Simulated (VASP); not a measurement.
## HfHF3: relaxation of cell and atoms with PBE

The system is HfHF3.

```
Hf H F
1.0
     4.27007    0.00000    0.00000
     0.00000    4.27007    0.00000
     0.00000    0.00000    3.33537
Hf H F
1 1 3
Direct
  0.00000 0.00000 0.72628
  0.50000 0.50000 0.45582
  0.00000 0.50000 0.70778
  0.50000 0.00000 0.70778
  0.50000 0.50000 0.17494
```

The cell was built from a structure type or drawn by symmetry, and may not be a known phase.

* Program: VASP 6.6.1
* Task: relaxation of cell and atoms
* Functional: PBE
* Potentials or basis: VASP PAW PBE potentials, release 64 (Hf_pv, H, F)
* Cutoff: 600 eV
* k mesh: 4 × 4 × 6
* Occupations: gaussian, width 0.1 eV
* Spin: no spin polarisation
* Dipole correction: no
* Further INCAR settings: ALGO = Normal; EDIFF = 1e-07; IBRION = 2; EDIFFG = -0.04; NSW = 90; ISIF = 3

- Relaxed volume: 11.23 Å³/atom
- Relaxed cell: a = 4.279 Å, b = 4.279 Å, c = 3.067 Å, α = 90.00°, β = 90.00°, γ = 90.00°
- Space group after relaxing (to 0.1 Å): P4mm (No. 99)
- Energy gained by relaxing: 16.7 meV/atom
- Ionic steps: 25
- Pressure after relaxing: 0.1 GPa
- Largest force after relaxing: 0.030 eV/Å
- Band gap on the k mesh: zero (bands 16 and 17 overlap by 1.26 eV)

Forces in eV/Å, atoms in the order of the input:
```
Hf   0.000  0.000 -0.029
H    0.000  0.000 -0.028
F    0.000  0.000  0.030
F    0.000  0.000  0.030
F    0.000  0.000 -0.003
```

Stress tensor (GPa, compression positive):
```
 0.30  0.00  0.00
 0.00  0.30  0.00
 0.00  0.00 -0.45
```

Step by step:
| step | energy change (eV) | largest force (eV/Å) | pressure (GPa) | volume (Å³) |
| --- | --- | --- | --- | --- |
| 1 | 0.0000 | 0.3248 | -1.87 | 60.82 |
| 2 | -0.0062 | 0.8380 | -1.18 | 59.58 |
| 3 | -0.0081 | 0.4841 | -1.44 | 59.98 |
| 4 | -0.0152 | 0.2793 | -0.59 | 59.36 |
| 5 | -0.0206 | 0.1761 | 0.97 | 58.31 |
| 6 | -0.0274 | 0.2413 | 0.94 | 58.09 |
| 7 | -0.0476 | 0.4535 | 0.91 | 57.41 |
| 8 | -0.0688 | 0.9508 | 1.44 | 56.02 |
| 9 | -0.0739 | 0.6153 | 1.10 | 55.92 |
| 10 | -0.0765 | 0.1061 | 0.56 | 55.73 |
| 11 | -0.0766 | 0.1566 | 0.62 | 55.75 |
| 12 | -0.0769 | 0.1435 | 0.55 | 55.80 |
| 13 | -0.0778 | 0.1043 | 0.37 | 55.93 |
| 14 | -0.0788 | 0.1313 | 0.00 | 56.20 |
| 15 | -0.0789 | 0.1590 | -0.17 | 56.33 |
| 16 | -0.0793 | 0.1363 | -0.09 | 56.37 |
| 17 | -0.0793 | 0.1709 | -0.07 | 56.38 |
| 18 | -0.0797 | 0.1498 | -0.11 | 56.40 |
| 19 | -0.0807 | 0.0863 | -0.21 | 56.44 |
| 20 | -0.0811 | 0.1141 | -0.42 | 56.54 |
| 21 | -0.0815 | 0.1118 | -0.27 | 56.49 |
| 22 | -0.0816 | 0.1372 | -0.15 | 56.46 |
| 23 | -0.0823 | 0.0929 | -0.14 | 56.39 |
| 24 | -0.0829 | 0.1271 | -0.11 | 56.24 |
| 25 | -0.0834 | 0.0299 | 0.05 | 56.15 |

Final structure:
```
Hf H F
1.0
     4.27876    0.00000    0.00000
     0.00000    4.27876    0.00000
     0.00000    0.00000    3.06706
Hf H F
1 1 3
Cartesian
  0.0000 0.0000 2.1729
  2.1394 2.1394 1.5013
  0.0000 2.1394 2.1366
  2.1394 0.0000 2.1366
  2.1394 2.1394 0.5564
```

Levels at points of the mesh, in eV from the Fermi level:
| k point | band 14 | band 15 | band 16 | band 17 | band 18 | band 19 |
| --- | --- | --- | --- | --- | --- | --- |
| (0.00, 0.00, 0.00) | -6.38 | -6.38 | -3.71 | 0.03 | 0.94 | 2.39 |
| (0.50, 0.00, 0.00) | -7.14 | -6.44 | -3.22 | 1.23 | 2.33 | 2.44 |
| (0.50, 0.50, 0.00) | -7.34 | -7.23 | -3.20 | 1.87 | 3.22 | 3.22 |
| (0.00, 0.00, 0.50) | -7.53 | -7.53 | -0.85 | -0.85 | 0.69 | 3.01 |
| (0.50, 0.00, 0.50) | -7.37 | -6.55 | -0.99 | 0.19 | 1.64 | 3.17 |
| (0.50, 0.50, 0.50) | -6.61 | -6.61 | 0.38 | 0.38 | 2.52 | 2.58 |

Run time: 3.2 min on 1 thread of Intel(R) Xeon(R) 6975P-C (Granite Rapids), with other jobs on the host, peak memory 0.21 GiB.

Caveat: the k points lie up to 0.37 Å⁻¹ apart in the final cell, too coarse for converged energies and pressures of a metal; spin-orbit coupling is left out, which moves the levels of the heavy elements.
